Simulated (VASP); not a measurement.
Write the native input for VASP 6.6.1 that does the following.

```yaml
Task: relaxation of cell and atoms
Functional: LDA
Potentials_or_basis: VASP PAW LDA potentials, release 64 (Si, C)
Cutoff: 600 eV
k_mesh: 12 × 12 × 6
Occupations: gaussian, width 0.02 eV
Spin: no spin polarisation
Dipole_correction: no
Further_INCAR_settings: ALGO = Normal; EDIFF = 1e-06; IBRION = 2; EDIFFG = -0.005; NSW = 70; ISIF = 3
```

The structure of SiC lies in POSCAR:

```
SiC
1.0
    3.0917665516      0.0000000000      0.0000000000
   -1.5458832758      2.6775483763      0.0000000000
    0.0000000000      0.0000000000      5.0740210439
Si C
2 2
Direct
    0.3333333333      0.6666666667      0.0045635120
    0.6666666667      0.3333333333      0.5045635120
    0.3333333333      0.6666666667      0.3804364880
    0.6666666667      0.3333333333      0.8804364880
```

One way to write it, as run:

INCAR

```
PREC     = Accurate       # precision mode
ENCUT    = 600            # plane-wave cutoff, eV
EDIFF    = 1E-6           # SCF threshold, eV
ISMEAR   = 0              # smearing method
SIGMA    = 0.02           # smearing width, eV
LREAL    = F              # projectors in reciprocal space
LASPH    = T              # aspherical terms in the spheres
NELM     = 80             # most SCF steps
ALGO     = Normal         # electronic algorithm
ISIF     = 3              # what is computed and relaxed
LWAVE    = F              # write WAVECAR
LCHARG   = F              # write CHGCAR
IBRION   = 2              # ionic algorithm
NSW      = 70             # ionic steps
EDIFFG   = -0.005         # ionic threshold
```

KPOINTS

```
Automatic mesh
0
Gamma
  12 12 6
```

Potentials or basis: VASP PAW LDA potentials, release 64 (Si, C).

Run with:

```bash
$ cat potpaw_LDA.64/Si/POTCAR potpaw_LDA.64/C/POTCAR > POTCAR
$ mpirun -np 1 vasp_std > vasp.out
```

Results of the run:

```yaml
Relaxed_volume: 10.15 Å³/atom
Relaxed_cell: a = 3.057 Å, b = 3.057 Å, c = 5.018 Å, α = 90.00°, β = 90.00°, γ = 120.00°
Space_group_after_relaxing_to_0.05_Å: P6_3mc (No. 186)
Energy_gained_by_relaxing: 8.0 meV/atom
Ionic_steps: 6
Pressure_after_relaxing: 0.0 GPa
Band_gap_on_the_k_mesh: 2.12 eV, indirect (least direct gap 3.91 eV)
```

Run time: 100 s on 1 thread of Intel Xeon 6975P-C (shared host), peak memory 0.18 GiB.
